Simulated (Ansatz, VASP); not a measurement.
# MnSi: VASP beside Ansatz

File INCAR:

```
PREC     = Accurate       # precision mode
ENCUT    = 520            # plane-wave cutoff, eV
EDIFF    = 1E-7           # SCF threshold, eV
ISMEAR   = -1             # smearing method
SIGMA    = 0.05           # smearing width, eV
LREAL    = False          # projectors in reciprocal space
LASPH    = True           # aspherical terms in the spheres
NELM     = 150            # most SCF steps
ALGO     = Normal         # electronic algorithm
ISIF     = 2              # what is computed and relaxed
LWAVE    = False          # write WAVECAR
LCHARG   = True           # write CHGCAR
ISPIN    = 2              # spin polarisation
MAGMOM   = 4 0            # initial moments
LORBIT   = 11             # projections on sites
LMAXMIX  = 4              # l up to which the mixer works
GGA      = PE             # functional
LELF     = True           # ELF
LVHAR    = True         
NBANDS   = 20             # bands
```

File KPOINTS:

```
regular mesh
0
Gamma
  9 9 9
```

File POSCAR:

```
MnSi
1.0
    3.0721807200      0.0000000000      0.0000000000
    0.0000000000      3.0721807200      0.0000000000
    0.0000000000      0.0000000000      3.0721807200
Mn Si
1 1
Direct
   -0.0073970000      0.0007490000      0.0077810000
    0.4827530000      0.4925360000      0.4983900000
```

The input input.yaml:

```yaml
crystal:
  lattice:
    - [3.07218072, 0.0, 0.0]
    - [0.0, 3.07218072, 0.0]
    - [0.0, 0.0, 3.07218072]
  atoms:
    - { symbol: Mn, position: [-0.007397, 0.000749, 0.007781], spin: 4.0 }
    - { symbol: Si, position: [0.482753, 0.492536, 0.49839] }
kpoints:
  mp_grid: { grid: [9, 9, 9] }
scf:
  occupations: { method: fermi_dirac, width: 0.05 }
hamiltonian:
  xc: pbe
  pseudopotentials: { kind: all_electron, lapw: { basis_error: 0.001 } }
magnetization:
  spin_polarized: true
output:
  forces: true
  stress: true
  eigenvalues: true
  populations: true
```

Change from the starting cell: atoms moved at random, drawn with an rms of 0.05 Å.

Alike in both runs: task single point; functional PBE; k mesh 9 × 9 × 9; occupations fermi-dirac, width 0.05 eV; collinear spin.

```csv
,VASP,Ansatz
version,VASP 6.6.1,Ansatz 0.2.0
potentials or method,"VASP PAW PBE potentials, release 64 (Mn_pv, Si), cutoff 520 eV","all-electron LAPW, scalar-relativistic"
```

```csv
,VASP,Ansatz,Ansatz less VASP
gap on the k mesh at the Fermi level (eV),none,none,-
pressure (GPa),-17.7,-30.6,-12.87
"traceless stress, the component that is largest in VASP (GPa)",0.05,0.09,+0.038
rms of the force components (eV/Å),0.044,0.022,-0.0217
net moment per atom (μB),1.26,0.49,-0.775
size of the moment on the site where the two differ most (μB),2.63,1.11,-1.515
```

The net moments are unlike, so the other rows may belong to different states. Site moments also hang on the region over which each program counts them. Atom by atom the forces differ by 0.022 eV/Å (rms over components). A gap of «none» marks a metal or a gap that the smearing closes. Ansatz ran all-electron here, and VASP with PAW potentials.

Noted on Ansatz's run: the cell as given lies far from equilibrium.
